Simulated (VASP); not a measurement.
# Cu3Re (P4/mmm) in VASP: notebook

The runs below take Cu3Re through relaxation of cell and atoms, single point, with PBE.

Everything below comes from runs of VASP 6.6.1. Logs are shortened: lines on timing, memory, paths and dates and some standing lists are left out, and cuts for length are marked.

## (1) The cell of the first run

The structure is tetragonal, space group P4/mmm (No. 123). Conventional cell: a = 3.482 Å, b = 3.482 Å, c = 4.865 Å, α = 90.00°, β = 90.00°, γ = 90.00°. Within 3.1 Å of Cu (site symmetry 4mm) lie 6 Cu at 2.38 to 2.73 Å and 4 Re at 2.76 Å. Within 3.2 Å of Cu (site symmetry 4/mmm) lie 2 Re at 2.43 Å and 8 Cu at 2.73 Å. Re (site symmetry 4/mmm) has 10 Cu at 2.43 to 2.76 Å within 3.2 Å.

The cell was built from a structure type or drawn by symmetry, and may not be a known phase.

## (2) Relaxation of cell and atoms, PBE

Input file INCAR:

```
ALGO = Fast
EDIFF = 1E-7
EDIFFG = -0.04
ENCUT = 600
GGA = PE
IBRION = 2
ISIF = 3
ISMEAR = 0
LASPH = T
LCHARG = F
LREAL = F
LWAVE = F
NELM = 80
NSW = 90
PREC = Accurate
SIGMA = 0.1
```

Input file KPOINTS:

```
k-points
0
Gamma
  6 6 4
```

Input file POSCAR:

```
Cu3Re
1.0
    3.4816016800      0.0000000000      0.0000000000
    0.0000000000      3.4816016800      0.0000000000
    0.0000000000      0.0000000000      4.8650865200
Cu Re
3 1
Direct
    0.5000000000      0.5000000000      0.2441786800
    0.5000000000      0.5000000000      0.7558213200
    0.0000000000      0.0000000000      0.0000000000
    0.0000000000      0.0000000000      0.5000000000
```

Potentials or basis: VASP PAW PBE potentials, release 64 (Cu, Re).

On the command line:

```bash
$ cat potpaw_PBE.64/Cu/POTCAR potpaw_PBE.64/Re/POTCAR > POTCAR
$ mpirun -np 1 vasp_std > vasp.out
```

OUTCAR:

```text
EDIFF = 1E-7
   EDIFFG = -0.04
   ENCUT = 600
   GGA = PE
   IBRION = 2
   ISIF = 3
   ISMEAR = 0
   LASPH = T
   LREAL = F
   NELM = 80
   NSW = 90
   PREC = Accurate

 ion  position               nearest neighbor table
   1  0.500  0.500  0.244-   2 2.38   2 2.49   3 2.73   3 2.73   3 2.73   3 2.73   4 2.76   4 2.76
                             4 2.76   4 2.76
   2  0.500  0.500  0.756-   1 2.38   1 2.49   3 2.73   3 2.73   3 2.73   3 2.73   4 2.76   4 2.76
                             4 2.76   4 2.76
   3  0.000  0.000  0.000-   4 2.43   4 2.43   1 2.73   2 2.73   1 2.73   2 2.73   1 2.73   2 2.73
                             1 2.73   2 2.73
   4  0.000  0.000  0.500-   3 2.43   3 2.43   1 2.76   2 2.76   1 2.76   2 2.76   1 2.76   2 2.76
                             1 2.76   2 2.76

  LATTYP: Found a simple tetragonal cell.
 ALAT       =     3.4816016800
 C/A-ratio  =     1.3973702242

  Lattice vectors:

 A1 = (   3.4816016800,   0.0000000000,   0.0000000000)
 A2 = (   0.0000000000,   3.4816016800,   0.0000000000)
 A3 = (   0.0000000000,   0.0000000000,   4.8650865200)

Analysis of symmetry for initial positions (statically):
=====================================================================
 Subroutine PRICEL returns:
 Original cell was already a primitive cell.

 Routine SETGRP: Setting up the symmetry group for a
 simple tetragonal supercell.

 Subroutine GETGRP returns: Found 16 space group operations
 (whereof 16 operations were pure point group operations)
 out of a pool of 16 trial point group operations.

The static configuration has the point symmetry D_4h.

Analysis of symmetry for dynamics (positions and initial velocities):
=====================================================================
 Subroutine PRICEL returns:
 Original cell was already a primitive cell.

 Routine SETGRP: Setting up the symmetry group for a
 simple tetragonal supercell.

 Subroutine GETGRP returns: Found 16 space group operations
 (whereof 16 operations were pure point group operations)
 out of a pool of 16 trial point group operations.

The dynamic configuration has the point symmetry D_4h.

 Subroutine INISYM returns: Found 16 space group operations
 (whereof 16 operations are pure point group operations),
 and found     1 'primitive' translations

----------------------------------------------------------------------------------------

                                     Primitive cell

  volume of cell :      58.9724

  direct lattice vectors                    reciprocal lattice vectors
     3.481601680  0.000000000  0.000000000     0.287224126  0.000000000  0.000000000
     0.000000000  3.481601680  0.000000000     0.000000000  0.287224126  0.000000000
     0.000000000  0.000000000  4.865086520     0.000000000  0.000000000  0.205546190

  length of vectors
     3.481601680  3.481601680  4.865086520     0.287224126  0.287224126  0.205546190

  position of ions in fractional coordinates (direct lattice)
     0.500000000  0.500000000  0.244178680
     0.500000000  0.500000000  0.755821320
     0.000000000  0.000000000  0.000000000
     0.000000000  0.000000000  0.500000000

  ion indices of the primitive-cell ions
   primitive index   ion index
                 1           1
                 2           2
                 3           3
                 4           4

----------------------------------------------------------------------------------------

 KPOINTS: k-points

Automatic generation of k-mesh.
 Grid dimensions read from file:
 generate k-points for:    6    6    4

 Generating k-lattice:

  Cartesian coordinates                     Fractional coordinates (reciprocal lattice)
     0.047870688  0.000000000  0.000000000     0.166666667  0.000000000  0.000000000
     0.000000000  0.047870688  0.000000000     0.000000000  0.166666667  0.000000000
     0.000000000  0.000000000  0.051386548     0.000000000  0.000000000  0.250000000
[... 44 lines left out ...]
   ions per type =               3   1
   NGX,Y,Z   is equivalent  to a cutoff of  13.37, 13.37, 13.67 a.u.
   NGXF,Y,Z  is equivalent  to a cutoff of  26.74, 26.74, 27.34 a.u.
 SYSTEM =  unknown system
   PREC   = accura    normal or accurate (medium, high low for compatibility)
   ISTART =      0    job   : 0-new  1-cont  2-samecut
   ICHARG =      2    charge: 1-file 2-atom 10-const
   ISPIN  =      1    spin polarized calculation?
   LNONCOLLINEAR =      F non collinear calculations
   LSORBIT =      F    spin-orbit coupling
   LASPH  =      T    aspherical Exc in radial PAW
   ENCUT  =  600.0 eV  44.10 Ry    6.64 a.u.   6.95  6.95  9.72*2*pi/ulx,y,z
   NELM   =     80;   NELMIN=  2; NELMDL= -5     # of ELM steps
   EDIFF  = 0.1E-06   stopping-criterion for ELM
   LREAL  =      F    real-space projection
   EDIFFG = -.4E-01   stopping-criterion for IOM
   NSW    =     90    number of steps for IOM
   IBRION =      2    ionic relax: 0-MD 1-quasi-New 2-CG
[... 11 lines left out ...]
   EFERMI_NEDOS =   21; number of points for ismear=-14 and -15
   IALGO  =     68    algorithm
   IMIX   =      4    mixing-type and parameters
     AMIX     =   0.40;   BMIX     =  1.00
     AMIX_MAG =   1.60;   BMIX_MAG =  1.00
  volume/ion in A,a.u.               =      14.74        99.49
  Fermi-wavevector in a.u.,A,eV,Ry     =   1.438396  2.718175 28.150239  2.068984
  Thomas-Fermi vector in A             =   2.557368
   LORBIT       =      0    0 simple, 1 ext, 2 COOP (PROOUT), +10 PAW based schemes
   GGA     = PE    functional components
   LHFCALC =     F    Hartree Fock is set to
   AEXX    =    0.0000 exact exchange contribution
   IVDW    =     0    specifies the selected vdW correction
   LEPSILON=     F    determine dielectric tensor
   LRPA    =     F    only Hartree local field effects (RPA)
 conjugate gradient relaxation of ions
 non-spin polarized calculation
 RMM-DIIS sequential band-by-band and
 Gauss-broadening in eV      SIGMA  =   0.10
  energy-cutoff  :      600.00
  volume of cell :       58.97
 maximum number of plane-waves:      1982
 NGX is ok and might be reduce to    28
   NGX = 13   NGY = 13   NGZ = 19

--------------------------------------- Ionic step        1  -------------------------------------------

 number of electron      40.0000045 magnetization

 Free energy of the ion-electron system (eV)
  ---------------------------------------------------
  ext. energy  EPLUGINS =         0.00000000
  ---------------------------------------------------
  free energy    TOTEN  =       -20.40954883 eV

  energy without entropy =      -20.37330542  energy(sigma->0) =      -20.39142712

------------------------ aborting loop because EDIFF is reached ----------------------------------------

  FORCE on cell =-STRESS in cart. coord.  units (eV):
  Direction    XX          YY          ZZ          XY          YZ          ZX
  --------------------------------------------------------------------------------------
  -------------------------------------------------------------------------------------
  Total       -8.4698730     -8.4698730      3.8679793      0.0000000     -0.0000000      0.0000000
  in kB     -230.1117233   -230.1117233    105.0862715      0.0000000     -0.0000000      0.0000000
  external PRESSURE =    -118.3790583 kB  Pullay stress =       0.0000000 kB
[... 25 lines left out ...]
--------------------------------------- Ionic step        2  -------------------------------------------

 number of electron      39.9999964 magnetization

------------------------ aborting loop EDIFF was not reached (unconverged)  ----------------------------

  FORCE on cell =-STRESS in cart. coord.  units (eV):
  Direction    XX          YY          ZZ          XY          YZ          ZX
  --------------------------------------------------------------------------------------
  -------------------------------------------------------------------------------------
  Total        0.3648228      0.3648228      7.1225250      0.0000000     -0.0000000      0.0000000
  in kB       11.7472651     11.7472651    229.3447625      0.0000000     -0.0000000      0.0000000
  external PRESSURE =      84.2797642 kB  Pullay stress =       0.0000000 kB
[... 57 lines left out ...]
  FREE ENERGIE OF THE ION-ELECTRON SYSTEM (eV)
  ---------------------------------------------------
  free  energy   TOTEN  =       -21.6628784743 eV

  energy  without entropy=      -21.6460407115  energy(sigma->0) =      -21.65445959

[... ionic steps 4 to 14 ...]

--------------------------------------- Ionic step       15  -------------------------------------------

 number of electron      40.0000040 magnetization

------------------------ aborting loop because EDIFF is reached ----------------------------------------
[... 71 lines left out ...]
--------------------------------------- Ionic step       17  -------------------------------------------

 number of electron      40.0000114 magnetization

 Free energy of the ion-electron system (eV)
  ---------------------------------------------------
  ext. energy  EPLUGINS =         0.00000000
  ---------------------------------------------------
  free energy    TOTEN  =       -22.71533894 eV

  energy without entropy =      -22.70059139  energy(sigma->0) =      -22.70796516

 E-fermi :   7.8712     XC(G=0): -12.9818

 val. band max:        7.8220629708   @ k =   0.5000   0.3333   0.2500
 cond. band min:       7.8769799782   @ k =   0.5000   0.1667   0.5000
 fundamental gap:      0.0549170073
 Fermi energy:         7.8711648499

 k-point     1 :       0.0000    0.0000    0.0000
  band No.  band energies     occupation
      1      -1.9771      2.00000
      2       0.5144      2.00000
      3       1.4051      2.00000
      4       2.3442      2.00000
      5       2.5774      2.00000
      6       3.8375      2.00000
[... 637 lines left out ...]
     23       9.4192      0.00000
     24      11.9847      0.00000

 [... further k-points ...]

------------------------ aborting loop because EDIFF is reached ----------------------------------------

  FORCE on cell =-STRESS in cart. coord.  units (eV):
  Direction    XX          YY          ZZ          XY          YZ          ZX
  --------------------------------------------------------------------------------------
  -------------------------------------------------------------------------------------
  Total       -0.0148739     -0.0148739      0.0727059      0.0000000      0.0000000     -0.0000000
  in kB       -0.4706493     -0.4706493      2.3006129      0.0000000      0.0000000     -0.0000000
  external PRESSURE =       0.4531048 kB  Pullay stress =       0.0000000 kB
[... 19 lines left out ...]
  FREE ENERGIE OF THE ION-ELECTRON SYSTEM (eV)
  ---------------------------------------------------
  free  energy   TOTEN  =       -22.7153389357 eV

  energy  without entropy=      -22.7005913891  energy(sigma->0) =      -22.70796516

 reached required accuracy - stopping structural energy minimisation
```

Run time: 14 min. Hardware: 1 thread of Intel Xeon Platinum 8488C (Sapphire Rapids), shared host; peak memory 0.22 GiB.

What came out:

* Free energy: -22.7153 eV
* Relaxed volume: 12.66 Å³/atom
* Relaxed cell: a = 2.636 Å, b = 2.636 Å, c = 7.285 Å, α = 90.00°, β = 90.00°, γ = 90.00°
* Space group after relaxing (to 0.1 Å): P4/mmm (No. 123)
* Energy gained by relaxing: 576.4 meV/atom
* Ionic steps: 17
* Pressure after relaxing: 0.0 GPa
* Largest force after relaxing: 0.035 eV/Å
* Band gap on the k mesh: zero (bands 20 and 21 overlap by 4.06 eV)

Forces in eV/Å, atoms in the order of the input:
```
Cu   0.000  0.000 -0.035
Cu   0.000  0.000  0.035
Cu   0.000  0.000  0.000
Re   0.000  0.000  0.000
```

Stress tensor (GPa, compression positive):
```
-0.05  0.00  0.00
 0.00 -0.05  0.00
 0.00  0.00  0.23
```

Step by step:
| step | energy change (eV) | largest force (eV/Å) | pressure (GPa) | volume (Å³) |
| --- | --- | --- | --- | --- |
| 1 | 0.0000 | 0.6497 | -11.84 | 58.97 |
| 2 | -1.2154 | 0.6238 | 8.43 | 49.76 |
| 3 | -1.2533 | 0.7833 | 12.27 | 48.99 |
| 4 | -1.6814 | 0.4755 | -3.32 | 51.84 |
| 5 | -1.7191 | 0.4032 | -5.94 | 52.49 |
| 6 | -1.7577 | 0.2388 | -9.66 | 53.68 |
| 7 | -2.1526 | 0.3250 | 5.32 | 49.40 |
| 8 | -2.1282 | 0.2044 | 16.70 | 47.20 |
| 9 | -2.1746 | 0.2656 | 10.45 | 48.27 |
| 10 | -2.2142 | 0.1650 | 11.23 | 48.14 |
| 11 | -2.2269 | 0.0217 | 10.80 | 48.22 |
| 12 | -2.2990 | 0.1488 | 1.93 | 50.04 |
| 13 | -2.3022 | 0.1753 | 0.25 | 50.46 |
| 14 | -2.3023 | 0.1789 | -0.02 | 50.52 |
| 15 | -2.3032 | 0.1498 | 0.08 | 50.54 |
| 16 | -2.3049 | 0.0885 | 0.02 | 50.57 |
| 17 | -2.3058 | 0.0353 | 0.05 | 50.63 |

Final structure:
```yaml
crystal:
  lattice:
    - [2.63630, 0.00000, 0.00000]
    - [0.00000, 2.63630, 0.00000]
    - [0.00000, 0.00000, 7.28528]
  atoms:
    - { symbol: Cu, position: [0.50000, 0.50000, 0.23705] }
    - { symbol: Cu, position: [0.50000, 0.50000, 0.76295] }
    - { symbol: Cu, position: [0.00000, 0.00000, 0.00000] }
    - { symbol: Re, position: [0.00000, 0.00000, 0.50000] }
```

Caveat: a cell axis changed by over 15 % at a fixed basis, so the end point is rough; spin-orbit coupling is left out, which moves the levels of the heavy elements.

## (3) Single point, PBE, collinear spin

This run uses another cell than the first one, of 12.71 Å³/atom.

Input file INCAR:

```
ALGO = Fast ; EDIFF = 1E-7
ENCUT = 520 ; GGA = PE
ISIF = 2 ; ISMEAR = 0
ISPIN = 2 ; LASPH = True
LCHARG = False ; LMAXMIX = 4
LORBIT = 11 ; LREAL = False
LWAVE = False ; MAGMOM = 0 0 0 1
NBANDS = 32 ; NELM = 150
PREC = Accurate ; SIGMA = 0.1
```

KPOINTS is that of step 2.

Input file POSCAR:

```
Cu3Re
1.0
    2.6110056306      0.0000000000      0.0000000000
    0.0000000000      2.6110056306      0.0000000000
    0.0000000000      0.0000000000      7.4597130500
Cu Re
3 1
Direct
    0.5000000000      0.5000000000      0.2378548960
    0.5000000000      0.5000000000      0.7621451040
    0.0000000000      0.0000000000      0.0000000000
    0.0000000000      0.0000000000      0.5000000000
```

Potentials or basis: VASP PAW PBE potentials, release 64 (Cu, Re).

On the command line:

```bash
$ cat potpaw_PBE.64/Cu/POTCAR potpaw_PBE.64/Re/POTCAR > POTCAR
$ mpirun -np 1 vasp_std > vasp.out
```

Run time: 1.7 min. Hardware: 1 thread of Intel Xeon Platinum 8488C (Sapphire Rapids), shared host; peak memory 0.21 GiB.

The run converged. Its results:

```
Free energy                                           : -22.7656 eV
Pressure                                              : 0.3 GPa
Largest force                                         : 0.027 eV/Å
Band gap on the k mesh                                : zero (filled and empty bands overlap)
Net moment                                            : 0.00 μB per cell
Valence electrons inside the program's atomic spheres : Cu 10.03, 9.99 (each value once); Re 5.97
```

Forces in eV/Å, atoms in the order of the input:
```
Cu   0.000  0.000 -0.027
Cu   0.000  0.000  0.027
Cu   0.000  0.000  0.000
Re   0.000  0.000  0.000
```

Stress tensor (GPa, compression positive):
```
0.07 0.00 0.00
0.00 0.07 0.00
0.00 0.00 0.66
```

Levels at points of the mesh, in eV from the Fermi level:
Spin up:
```tsv
k point	band 16	band 17	band 18	band 19	band 20	band 21	band 22	band 23	band 24	band 25
(0.00, 0.00, 0.00)	-2.33	-2.02	-2.01	-2.01	-1.80	1.11	1.11	1.43	2.85	8.51
(0.50, 0.00, 0.00)	-1.91	-1.78	-1.21	-1.04	-0.83	-0.53	-0.18	1.65	2.41	4.76
(0.50, 0.50, 0.00)	-1.47	-1.00	-1.00	0.76	1.54	1.54	5.29	6.59	6.85	6.85
(0.00, 0.00, 0.50)	-2.35	-1.91	-1.91	-1.79	-1.48	-0.32	1.07	1.07	2.85	10.84
(0.50, 0.00, 0.50)	-2.70	-2.00	-1.88	-0.78	-0.52	-0.51	-0.20	1.64	4.03	5.33
(0.50, 0.50, 0.50)	-1.91	-1.88	-1.47	0.76	3.57	3.57	3.60	3.60	5.29	6.28
```
Spin down:
| k point | band 16 | band 17 | band 18 | band 19 | band 20 | band 21 | band 22 | band 23 | band 24 | band 25 |
| --- | --- | --- | --- | --- | --- | --- | --- | --- | --- | --- |
| (0.00, 0.00, 0.00) | -2.33 | -2.02 | -2.01 | -2.01 | -1.80 | 1.11 | 1.11 | 1.43 | 2.85 | 8.51 |
| (0.50, 0.00, 0.00) | -1.91 | -1.78 | -1.21 | -1.04 | -0.83 | -0.53 | -0.18 | 1.65 | 2.41 | 4.76 |
| (0.50, 0.50, 0.00) | -1.47 | -1.00 | -1.00 | 0.76 | 1.54 | 1.54 | 5.29 | 6.59 | 6.85 | 6.85 |
| (0.00, 0.00, 0.50) | -2.35 | -1.91 | -1.91 | -1.79 | -1.48 | -0.32 | 1.07 | 1.07 | 2.85 | 10.84 |
| (0.50, 0.00, 0.50) | -2.70 | -2.00 | -1.88 | -0.78 | -0.52 | -0.51 | -0.20 | 1.64 | 4.03 | 5.33 |
| (0.50, 0.50, 0.50) | -1.91 | -1.88 | -1.47 | 0.76 | 3.57 | 3.57 | 3.60 | 3.60 | 5.29 | 6.28 |

Caveat: the k points lie up to 0.40 Å⁻¹ apart, too coarse for converged energies and pressures of a metal; spin-orbit coupling is left out, which moves the levels of the heavy elements.

## (4) Single point, PBE

This run uses another cell than the first one, of 12.76 Å³/atom.

Input file INCAR:

```
PREC = Accurate
ENCUT = 520
EDIFF = 1E-6
ISMEAR = 0
SIGMA = 0.1
LREAL = False
LASPH = True
NELM = 80
ALGO = Fast
ISIF = 2
LWAVE = False
LCHARG = True
GGA = PE
LELF = True
LVHAR = True
NBANDS = 28
```

Input file KPOINTS:

```
Automatic mesh
0
Gamma
  18 18 6
```

Input file POSCAR:

```
Cu3Re
1.0
    2.6071241573      0.0000000000      0.0000000000
    0.0000000000      2.6071241573      0.0000000000
    0.0000000000      0.0000000000      7.5067336918
Cu Re
3 1
Direct
    0.5000000000      0.5000000000      0.2383084922
    0.5000000000      0.5000000000      0.7616915078
    0.0000000000      0.0000000000      0.0000000000
    0.0000000000      0.0000000000      0.5000000000
```

On the command line:

```bash
$ cat potpaw_PBE.64/Cu/POTCAR potpaw_PBE.64/Re/POTCAR > POTCAR
$ mpirun -np 1 vasp_std > vasp.out
```

Wall time 4.3 min (1 thread of Intel Xeon Platinum 8488C (Sapphire Rapids), shared host); peak memory 0.38 GiB.

It converged, with:

```yaml
Free_energy: -22.8484 eV
Pressure: 0.6 GPa
Largest_force: 0.025 eV/Å
Band_gap_on_the_k_mesh: zero (bands 20 and 21 overlap by 4.26 eV)
```

Forces in eV/Å, atoms in the order of the input:
```
Cu   0.000  0.000 -0.025
Cu   0.000  0.000  0.025
Cu   0.000  0.000  0.000
Re   0.000  0.000  0.000
```

Stress tensor (GPa, compression positive):
```
0.44 0.00 0.00
0.00 0.44 0.00
0.00 0.00 0.94
```

Levels at points of the mesh, in eV from the Fermi level:
| k point | band 16 | band 17 | band 18 | band 19 | band 20 | band 21 | band 22 | band 23 | band 24 | band 25 |
| --- | --- | --- | --- | --- | --- | --- | --- | --- | --- | --- |
| (0.00, 0.00, 0.00) | -2.30 | -2.05 | -2.05 | -1.93 | -1.88 | 1.35 | 1.36 | 1.36 | 3.18 | 8.36 |
| (0.50, 0.00, 0.00) | -1.97 | -1.75 | -1.25 | -1.03 | -0.85 | -0.39 | 0.09 | 1.91 | 2.44 | 4.71 |
| (0.50, 0.50, 0.00) | -1.56 | -0.96 | -0.96 | 0.93 | 1.59 | 1.59 | 5.71 | 6.69 | 6.91 | 6.93 |
| (0.00, 0.00, 0.50) | -2.32 | -1.95 | -1.95 | -1.87 | -1.50 | -0.36 | 1.32 | 1.32 | 3.18 | 10.67 |
| (0.50, 0.00, 0.50) | -2.70 | -2.06 | -1.94 | -0.79 | -0.56 | -0.40 | 0.07 | 1.91 | 4.12 | 5.30 |
| (0.50, 0.50, 0.50) | -1.88 | -1.88 | -1.56 | 0.93 | 3.59 | 3.59 | 3.66 | 3.66 | 5.73 | 6.32 |

Caveat: spin-orbit coupling is left out, which moves the levels of the heavy elements.

## (5) The runs side by side

```csv
task,spin,cell,k mesh,cutoff (eV),gap on the mesh (eV),pressure (GPa),largest force (eV/Å)
relaxation of cell and atoms,off,"relaxed from a = 3.482, b = 3.482, c = 4.865 Å, 4 atoms, atomic positions A",6 × 6 × 4,600,none,0.0,0.04
single point,collinear,"a = 2.611, b = 2.611, c = 7.460 Å, 4 atoms, atomic positions B",6 × 6 × 4,520,none,0.3,0.03
single point,off,"a = 2.607, b = 2.607, c = 7.507 Å, 4 atoms, atomic positions B",18 × 18 × 6,520,none,0.6,0.03
```

Alike in all rows: level PBE; potentials or basis VASP PAW PBE potentials, release 64 (Cu, Re); smearing gaussian 0.1 eV.

Caveats: some runs use coarse meshes; spin-orbit coupling is left out, which moves the levels of the heavy elements; a cell axis changed by over 15 % at a fixed basis, so the end point is rough (at least some runs).

Total energies depend on the potentials used, so only differences within one code and one set of settings carry meaning.
